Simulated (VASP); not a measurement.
CdSe, 2 atoms in the cell. Symmetry: I-4m2, No. 119, tetragonal system. The conventional cell has a = 4.280 Å, b = 4.280 Å, c = 6.122 Å, α = 90.00°, β = 90.00°, γ = 90.00°. Cd (site symmetry -4m2) has 4 Se at 2.63 Å within 3.5 Å. Se (site symmetry -4m2) has 4 Cd at 2.63 Å within 3.5 Å.  This cell differs from its parent crystal: film at in-plane strain -0.005.

```yaml
Program: VASP 6.6.1
Task: single point
Functional: PBEsol
Potentials_or_basis: VASP PAW PBE potentials, release 64 (Cd, Se)
Cutoff: 520 eV
k_mesh: 6 × 6 × 6
Occupations: fermi-dirac, width 0.01 eV
Spin: non-collinear spin, zero start, spin-orbit coupling
Starting_moments: "[[0.0, 0.0, 0.0], [0.0, 0.0, 0.0]] μB"
Dipole_correction: no
Further_INCAR_settings: ALGO = Normal; EDIFF = 1e-06; NBANDS = 30
```

Potentials or basis: VASP PAW PBE potentials, release 64 (Cd, Se).

Command:

```bash
$ cat potpaw_PBE.64/Cd/POTCAR potpaw_PBE.64/Se/POTCAR > POTCAR
$ mpirun -np 1 vasp_ncl > vasp.out
```

Hardware: 1 thread of Intel(R) Xeon(R) 6975P-C (Granite Rapids), with other jobs on the host.

Task: Estimate the wall time of this run.

Result: Wall time 60 s on 1 thread of Intel(R) Xeon(R) 6975P-C (Granite Rapids), on a shared host, peak memory 0.36 GiB. Counts: scf iterations 13, k points 41.
